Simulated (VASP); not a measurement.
Wanted: the native input for a VASP 6.6.1 run.

```yaml
Task: single point
Functional: RPBE
Potentials_or_basis: VASP PAW PBE potentials, release 64 (Ce)
Cutoff: 520 eV
k_mesh: 15 × 15 × 15
Occupations: fermi-dirac, width 0.05 eV
Spin: collinear spin, ferromagnetic start
Starting_moments: "[1.0] μB"
Dipole_correction: no
Further_INCAR_settings: ALGO = Normal; EDIFF = 1e-06; NBANDS = 16
```

The structure of Ce lies in POSCAR:

```
Ce
1.0
    0.0000000000      2.4386433089      2.4386433089
    2.4386433089      0.0000000000      2.4386433089
    2.4386433089      2.4386433089      0.0000000000
Ce
1
Direct
    0.0000000000      0.0000000000      0.0000000000
```

These files were run (other wordings do the same):

INCAR

```
ALGO = Normal
EDIFF = 1E-6
ENCUT = 520
GGA = RP
ISIF = 2
ISMEAR = -1
ISPIN = 2
LASPH = T
LCHARG = F
LMAXMIX = 6
LORBIT = 11
LREAL = F
LWAVE = F
MAGMOM = 1
NBANDS = 16
NELM = 150
PREC = Accurate
SIGMA = 0.05
```

KPOINTS

```
k-points
0
Gamma
  15 15 15
```

Potentials or basis: VASP PAW PBE potentials, release 64 (Ce).

Launch:

```sh
$ cat potpaw_PBE.64/Ce/POTCAR > POTCAR
$ mpirun -np 1 vasp_std > vasp.out
```

Results of the run:

* Pressure: -1.3 GPa
* Band gap on the k mesh: zero (filled and empty bands overlap)
* Net moment: 0.00 μB per cell
* Valence electrons inside the program's atomic spheres: Ce 9.83

Caveat: the magnetic or orbital state may not be the lowest; the moments typed at the start vanished in this run; the PAW data sets were made with another functional, which shifts forces and pressure a little; spin-orbit coupling is left out, which moves the levels of the heavy elements; semilocal functionals describe open f shells poorly, which spoils levels, moments and volumes.

It took 3.7 min on 1 thread of Oxide Virtual Turin-like Processor, on a shared host, peak memory 0.22 GiB.
